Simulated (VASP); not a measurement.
# Pt (Im-3m) in VASP: settings compared

Pt is run at these levels: revPBE+D3(BJ), revPBE+D4; tasks: relaxation of cell and atoms.

Everything below comes from runs of VASP 6.6.1. Logs are shortened: lines on timing, memory, paths and dates and some standing lists are left out, and cuts for length are marked.

## 1. The cell of the first run

Symmetry: Im-3m, No. 229, cubic system. Conventional cell: a = 3.168 Å, b = 3.168 Å, c = 3.168 Å, α = 90.00°, β = 90.00°, γ = 90.00°. Within 3.6 Å of Pt (site symmetry m-3m) lie 14 Pt at 2.74 to 3.17 Å.

## 2. Relaxation of cell and atoms, revPBE+D3(BJ)

INCAR

```
PREC = Accurate
ENCUT = 600
EDIFF = 1E-6
ISMEAR = -1
SIGMA = 0.05
LREAL = False
LASPH = True
NELM = 100
ALGO = Normal
ISIF = 3
LWAVE = False
LCHARG = False
GGA = RE
IVDW = 12
IBRION = 2
NSW = 60
EDIFFG = -0.01
```

KPOINTS

```
Automatic mesh
0
Gamma
  12 12 12
```

POSCAR

```
Pt
1.0
   -1.5842200000      1.5842200000      1.5842200000
    1.5842200000     -1.5842200000      1.5842200000
    1.5842200000      1.5842200000     -1.5842200000
Pt
1
Direct
    0.0000000000      0.0000000000      0.0000000000
```

Potentials or basis: VASP PAW PBE potentials, release 64 (Pt).

The run is started by

```
$ cat potpaw_PBE.64/Pt/POTCAR > POTCAR
$ mpirun -np 1 vasp_std > vasp.out
```

OUTCAR:

```text
PREC = Accurate
   ENCUT = 600
   EDIFF = 1E-6
   ISMEAR = -1
   LREAL = False
   LASPH = True
   NELM = 100
   ISIF = 3
   GGA = RE
   IVDW = 12
   IBRION = 2
   NSW = 60
   EDIFFG = -0.01
 IVDW          = 12

 ion  position               nearest neighbor table
   1  0.000  0.000  0.000-

  LATTYP: Found a body centered cubic cell.
 ALAT       =     3.1684400000

  Lattice vectors:

 A1 = (  -1.5842200000,   1.5842200000,   1.5842200000)
 A2 = (   1.5842200000,  -1.5842200000,   1.5842200000)
 A3 = (   1.5842200000,   1.5842200000,  -1.5842200000)

Analysis of symmetry for initial positions (statically):
=====================================================================
 Subroutine PRICEL returns:
 Original cell was already a primitive cell.

 Routine SETGRP: Setting up the symmetry group for a
 body centered cubic supercell.

 Subroutine GETGRP returns: Found 48 space group operations
[... 9 lines left out ...]

 Routine SETGRP: Setting up the symmetry group for a
 body centered cubic supercell.

 Subroutine GETGRP returns: Found 48 space group operations
[... 11 lines left out ...]
                                     Primitive cell

  volume of cell :      15.9040

  direct lattice vectors                    reciprocal lattice vectors
    -1.584220000  1.584220000  1.584220000     0.000000000  0.315612731  0.315612731
     1.584220000 -1.584220000  1.584220000     0.315612731  0.000000000  0.315612731
     1.584220000  1.584220000 -1.584220000     0.315612731  0.315612731  0.000000000

  length of vectors
     2.743949530  2.743949530  2.743949530     0.446343804  0.446343804  0.446343804

  position of ions in fractional coordinates (direct lattice)
     0.000000000  0.000000000  0.000000000

  ion indices of the primitive-cell ions
   primitive index   ion index
                 1           1

----------------------------------------------------------------------------------------

 KPOINTS: Automatic mesh

Automatic generation of k-mesh.
 Grid dimensions read from file:
 generate k-points for:   12   12   12

 Generating k-lattice:

  Cartesian coordinates                     Fractional coordinates (reciprocal lattice)
     0.000000000  0.026301061  0.026301061     0.083333333  0.000000000  0.000000000
     0.026301061  0.000000000  0.026301061     0.000000000  0.083333333  0.000000000
     0.026301061  0.026301061  0.000000000     0.000000000  0.000000000  0.083333333

  Length of vectors
     0.037195317  0.037195317  0.037195317

  Shift w.r.t. Gamma in fractional coordinates (k-lattice)
     0.000000000  0.000000000  0.000000000

 Subroutine IBZKPT returns following result:
 ===========================================

 Found     72 irreducible k-points:

 Following reciprocal coordinates:
            Coordinates               Weight
  0.000000  0.000000  0.000000      1.000000
  0.083333  0.000000  0.000000     12.000000
  0.166667  0.000000  0.000000     12.000000
  0.250000  0.000000  0.000000     12.000000
  0.333333  0.000000  0.000000     12.000000
  0.416667  0.000000  0.000000     12.000000
[... 16 lines left out ...]
  0.333333  0.083333  0.083333     24.000000
  0.416667  0.083333  0.083333     12.000000
 [... further k-points ...]
   k-points           NKPTS =     72   k-points in BZ     NKDIM =     72   number of bands    NBANDS=      9
   number of dos      NEDOS =    301   number of ions     NIONS =      1
   total plane-waves  NPLWV =  13824
   dimension x,y,z NGX =    24 NGY =   24 NGZ =   24
   dimension x,y,z NGXF=    48 NGYF=   48 NGZF=   48
   ions per type =               1
   NGX,Y,Z   is equivalent  to a cutoff of  14.54, 14.54, 14.54 a.u.
   NGXF,Y,Z  is equivalent  to a cutoff of  29.08, 29.08, 29.08 a.u.
 SYSTEM =  unknown system
   PREC   = accura    normal or accurate (medium, high low for compatibility)
   ISTART =      0    job   : 0-new  1-cont  2-samecut
   ICHARG =      2    charge: 1-file 2-atom 10-const
   ISPIN  =      1    spin polarized calculation?
   LNONCOLLINEAR =      F non collinear calculations
   LSORBIT =      F    spin-orbit coupling
   LASPH  =      T    aspherical Exc in radial PAW
   ENCUT  =  600.0 eV  44.10 Ry    6.64 a.u.   5.48  5.48  5.48*2*pi/ulx,y,z
   NELM   =    100;   NELMIN=  2; NELMDL= -5     # of ELM steps
   EDIFF  = 0.1E-05   stopping-criterion for ELM
   LREAL  =      F    real-space projection
   EDIFFG = -.1E-01   stopping-criterion for IOM
   NSW    =     60    number of steps for IOM
   IBRION =      2    ionic relax: 0-MD 1-quasi-New 2-CG
   NFREE  =      1    steps in history (QN), initial steepest desc. (CG)
   ISIF   =      3    stress and relaxation
   ISYM   =      2    0-nonsym 1-usesym 2-fastsym
   POTIM  = 0.5000    time-step for ionic-motion
   TEBEG  =    0.0;   TEEND  =   0.0 temperature during run
   PSTRESS=    0.0 pullay stress
   NELECT =      10.0000    total number of electrons
   NUPDOWN=      -1.0000    fix difference up-down
   EMIN   =  10.00;   EMAX   =-10.00  energy-range for DOS
   EFERMI =   0.00;   METHOD = LEGACY
   ISMEAR =    -1;   SIGMA  =   0.05  broadening in eV -4-tet -1-fermi 0-gaus
   EFERMI_NEDOS =   21; number of points for ismear=-14 and -15
   IALGO  =     38    algorithm
   IMIX   =      4    mixing-type and parameters
     AMIX     =   0.40;   BMIX     =  1.00
     AMIX_MAG =   1.60;   BMIX_MAG =  1.00
  volume/ion in A,a.u.               =      15.90       107.33
  Fermi-wavevector in a.u.,A,eV,Ry     =   1.402510  2.650360 26.763132  1.967035
  Thomas-Fermi vector in A             =   2.525265
   LORBIT       =      0    0 simple, 1 ext, 2 COOP (PROOUT), +10 PAW based schemes
   GGA     = RE    functional components
   LHFCALC =     F    Hartree Fock is set to
   AEXX    =    0.0000 exact exchange contribution
   IVDW    =    12    specifies the selected vdW correction
   LEPSILON=     F    determine dielectric tensor
   LRPA    =     F    only Hartree local field effects (RPA)
 conjugate gradient relaxation of ions
 non-spin polarized calculation
  energy-cutoff  :      600.00
  volume of cell :       15.90
 maximum number of plane-waves:       555
 NGX is ok and might be reduce to    24
   NGX = 11   NGY = 11   NGZ = 11

--------------------------------------- Ionic step        1  -------------------------------------------

 number of electron      10.0000000 magnetization

 number of electron       9.9999999 magnetization

 Free energy of the ion-electron system (eV)
  ---------------------------------------------------
  ext. energy  EPLUGINS =         0.00000000
  ---------------------------------------------------
  free energy    TOTEN  =        -5.50383228 eV

  energy without entropy =       -5.49757045  energy(sigma->0) =       -5.50070137

------------------------ aborting loop because EDIFF is reached ----------------------------------------

 Edisp (eV)   -1.38769

 E8    (eV) :    -0.9922

  FORCE on cell =-STRESS in cart. coord.  units (eV):
  Direction    XX          YY          ZZ          XY          YZ          ZX
  --------------------------------------------------------------------------------------
  -------------------------------------------------------------------------------------
  Total      -1.34845    -1.34845    -1.34845    -0.00000    -0.00000    -0.00000
  in kB    -135.84321  -135.84321  -135.84321    -0.00000    -0.00000    -0.00000
  external pressure =     -135.84 kB  Pullay stress =        0.00 kB
[... 217 lines left out ...]
  energy  without entropy=       -6.9254283540  energy(sigma->0) =       -6.92816328

--------------------------------------- Ionic step        7  -------------------------------------------

 number of electron      10.0000001 magnetization

 Free energy of the ion-electron system (eV)
  ---------------------------------------------------
  ext. energy  EPLUGINS =         0.00000000
  ---------------------------------------------------
  free energy    TOTEN  =        -5.45804628 eV

  energy without entropy =       -5.45258938  energy(sigma->0) =       -5.45531783

 E-fermi :  11.0873     XC(G=0): -13.4614

 val. band max:       11.0405164337   @ k =   0.5000   0.5000   0.4167
 cond. band min:      11.1358276001   @ k =  -0.4167  -0.4167   0.1667
 fundamental gap:      0.0953111665
 Fermi energy:        11.0872957599

 k-point     1 :       0.0000    0.0000    0.0000
  band No.  band energies     occupation
      1       1.1709      2.00000
      2       7.4193      2.00000
      3       7.4193      2.00000
      4       7.4193      2.00000
      5      10.0797      2.00000
      6      10.0797      2.00000
      7      28.2312      0.00000
      8      28.2312      0.00000
      9      28.2312      0.00000
[... 265 lines left out ...]
 k-point    24 :       0.4167    0.0833    0.0833
  band No.  band energies     occupation
      1       4.6331      2.00000
      2       5.8835      2.00000
      3       9.4072      2.00000
      4      10.0459      2.00000
      5      10.4596      1.99999
      6      14.6836      0.00000
      7      17.5213      0.00000
      8      24.4409      0.00000
      9      25.5605      0.00000

 [... further k-points ...]

------------------------ aborting loop because EDIFF is reached ----------------------------------------

 Edisp (eV)   -1.47287

 E8    (eV) :    -1.0537

  FORCE on cell =-STRESS in cart. coord.  units (eV):
  Direction    XX          YY          ZZ          XY          YZ          ZX
  --------------------------------------------------------------------------------------
  -------------------------------------------------------------------------------------
  Total      -0.00131    -0.00131    -0.00131     0.00000     0.00000     0.00000
  in kB      -0.13956    -0.13956    -0.13956     0.00000     0.00000     0.00000
  external pressure =       -0.14 kB  Pullay stress =        0.00 kB
[... 16 lines left out ...]
  FREE ENERGIE OF THE ION-ELECTRON SYSTEM (eV)
  ---------------------------------------------------
  free  energy   TOTEN  =        -6.9309134355 eV

  energy  without entropy=       -6.9254565368  energy(sigma->0) =       -6.92818499

 reached required accuracy - stopping structural energy minimisation
```

Wall time 31 s (1 thread of Intel Xeon Platinum 8259CL at 2.50GHz (Skylake/Cascade Lake), shared host); peak memory 0.18 GiB.

Results:

- Free energy: -6.9309 eV
- Relaxed volume: 15.03 Å³/atom
- Relaxed cell: a = 2.693 Å, b = 2.693 Å, c = 2.693 Å, α = 109.47°, β = 109.47°, γ = 109.47°
- Space group after relaxing (to 0.05 Å): Im-3m (No. 229)
- Energy gained by relaxing: 39.4 meV/atom
- Ionic steps: 7
- Pressure after relaxing: 0.0 GPa
- Band gap on the k mesh: zero (band 5 reaches 12.29 eV, above the bottom of band 6 at 9.91 eV)
- Dispersion energy per atom: -1.473 eV

Step by step:
```tsv
step	energy change (eV)	largest force (eV/Å)	pressure (GPa)	volume (Å³)
1	0.0000	0.0000	-13.58	15.90
2	0.2871	0.0000	59.97	13.00
3	-0.0393	0.0000	-0.80	15.07
4	-0.0394	0.0000	-0.19	15.04
5	-0.0394	0.0000	0.13	15.02
6	-0.0394	0.0000	-0.27	15.05
7	-0.0394	0.0000	-0.01	15.03
```

Final structure:
```
Pt
1.0
    -1.55471    1.55471    1.55471
     1.55471   -1.55471    1.55471
     1.55471    1.55471   -1.55471
Pt
1
Cartesian
  0.0000 0.0000 0.0000
```

Caveat: the PAW data sets were made with another functional, which shifts forces and pressure a little; spin-orbit coupling is left out, which moves the levels of the heavy elements; pairwise dispersion overbinds metals, which lowers pressure and volume.

## 3. Relaxation of cell and atoms, revPBE+D4

INCAR

```
  PREC = Accurate
  ENCUT = 600
  EDIFF = 1E-6
  ISMEAR = -1
  SIGMA = 0.05
  LREAL = False
  LASPH = True
  NELM = 100
  ALGO = Normal
  ISIF = 3
  LWAVE = False
  LCHARG = False
  GGA = RE
  IVDW = 13
  IBRION = 2
  NSW = 60
  EDIFFG = -0.01
```

KPOINTS

```
regular mesh
0
Gamma
  12 12 12
```

POSCAR is that of step 2.

Potentials or basis: VASP PAW PBE potentials, release 64 (Pt).

The run is started by

```
$ cat potpaw_PBE.64/Pt/POTCAR > POTCAR
$ mpirun -np 1 vasp_std > vasp.out
```

It took 22 s on 1 thread of Intel Xeon Platinum 8259CL at 2.50GHz (Skylake/Cascade Lake), shared host; peak memory 0.17 GiB.

The run converged. Its results:

| Item | Value |
| --- | --- |
| Free energy | -6.7168 eV |
| Relaxed volume | 15.23 Å³/atom |
| Relaxed cell | a = 2.705 Å, b = 2.705 Å, c = 2.705 Å, α = 109.47°, β = 109.47°, γ = 109.47° |
| Space group after relaxing (to 0.05 Å) | Im-3m (No. 229) |
| Energy gained by relaxing | 23.1 meV/atom |
| Ionic steps | 4 |
| Pressure after relaxing | -0.1 GPa |
| Band gap on the k mesh | zero (band 5 reaches 12.01 eV, above the bottom of band 6 at 9.69 eV) |
| Dispersion energy per atom | -1.241 eV |

The path:
| step | energy change (eV) | largest force (eV/Å) | pressure (GPa) | volume (Å³) |
| --- | --- | --- | --- | --- |
| 1 | 0.0000 | 0.0000 | -10.42 | 15.90 |
| 2 | 0.1522 | 0.0000 | 39.73 | 13.64 |
| 3 | -0.0230 | 0.0000 | -0.47 | 15.25 |
| 4 | -0.0231 | 0.0000 | -0.08 | 15.23 |

Final structure:
```
CELL_PARAMETERS angstrom
-1.56158 1.56158 1.56158
1.56158 -1.56158 1.56158
1.56158 1.56158 -1.56158
ATOMIC_POSITIONS crystal
Pt 0.00000 0.00000 0.00000
```

Levels at points of the mesh, in eV from the Fermi level:
| k point | band 3 | band 4 | band 5 | band 6 | band 7 | band 8 |
| --- | --- | --- | --- | --- | --- | --- |
| (0.00, 0.00, 0.00) | -3.60 | -3.60 | -0.99 | -0.99 | 17.15 | 17.15 |
| (0.50, 0.00, 0.00) | -1.16 | -0.64 | 0.25 | 1.21 | 6.71 | 13.35 |
| (0.50, 0.50, 0.50) | 0.65 | 0.65 | 0.65 | 7.85 | 7.85 | 7.85 |

Caveat: the PAW data sets were made with another functional, which shifts forces and pressure a little; spin-orbit coupling is left out, which moves the levels of the heavy elements; pairwise dispersion overbinds metals, which lowers pressure and volume.
